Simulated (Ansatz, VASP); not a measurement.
## CdSe in VASP and in Ansatz

Contents of POSCAR:

```
CdSe
1.0
    0.0000000000      3.0677809647      3.0677809647
    3.0677809647      0.0000000000      3.0677809647
    3.0677809647      3.0677809647      0.0000000000
Cd Se
1 1
Direct
    0.0000000000      0.0000000000      0.0000000000
    0.2500000000      0.2500000000      0.2500000000
```

File INCAR.step1:

```
SYSTEM = CdSe
  ALGO = Normal
  EDIFF = 1E-5
  ENCUT = 520
  GGA = PE
  ISIF = 2
  ISMEAR = 0
  LASPH = .True.
  LREAL = .False.
  LWAVE = .True.
  NBANDS = 16
  NELM = 80
  PREC = Accurate
  SIGMA = 0.01
```

The input INCAR.step2:

```
SYSTEM = CdSe
  ALGO = Normal
  EDIFF = 1E-6
  ENCUT = 520
  GGA = PE
  HFSCREEN = 0.2079
  ISIF = 2
  ISMEAR = 0
  ISTART = 1
  LASPH = .True.
  LCHARG = .True.
  LELF = .True.
  LHFCALC = .True.
  LREAL = .False.
  LVHAR = .True.
  LWAVE = .False.
  NBANDS = 16
  NELM = 80
  PREC = Accurate
  PRECFOCK = Normal
  SIGMA = 0.01
```

The input KPOINTS:

```
k-points
0
Gamma
  4 4 4
  0 0 0
```

Input for Ansatz:

```yaml
crystal:
  lattice:
    - [0.0, 3.0677809647, 3.0677809647]
    - [3.0677809647, 0.0, 3.0677809647]
    - [3.0677809647, 3.0677809647, 0.0]
  atoms:
    - { symbol: Cd, position: [0.0, 0.0, 0.0] }
    - { symbol: Se, position: [0.25, 0.25, 0.25] }
kpoints:
  mp_grid: { grid: [4, 4, 4] }
hamiltonian:
  xc: hse06
scf:
  occupations: { method: fixed }
  n_extra_bands: 4
output:
  forces: true
  stress: true
  eigenvalues: true
```

Alike in both runs: task single point; functional HSE06; k mesh 4 × 4 × 4; no spin polarisation.

|  | VASP | Ansatz |
| --- | --- | --- |
| version | VASP 6.6.1 | Ansatz 0.2.0 |
| potentials or method | VASP PAW PBE potentials, release 64 (Cd, Se) | plane waves, PAW |
| plane-wave cutoff (eV) | 520 | 420 |
| occupations | gaussian, width 0.01 eV | fixed |
| valence electrons in the cell | 18 | 36 |

```csv
,VASP,Ansatz,Ansatz less VASP
gap on the k mesh at the Fermi level (eV),1.50,1.50,-0.003
pressure (GPa),0.5,0.4,-0.16
```

VASP's potentials hold 18 valence electrons a cell and Ansatz's 36, so a difference there can come from the potentials and not from the codes. Ansatz's warnings: stress exchange threshold loose, stress scf threshold loose.

The k mesh is coarse, so the values compare programs but aren't converged.
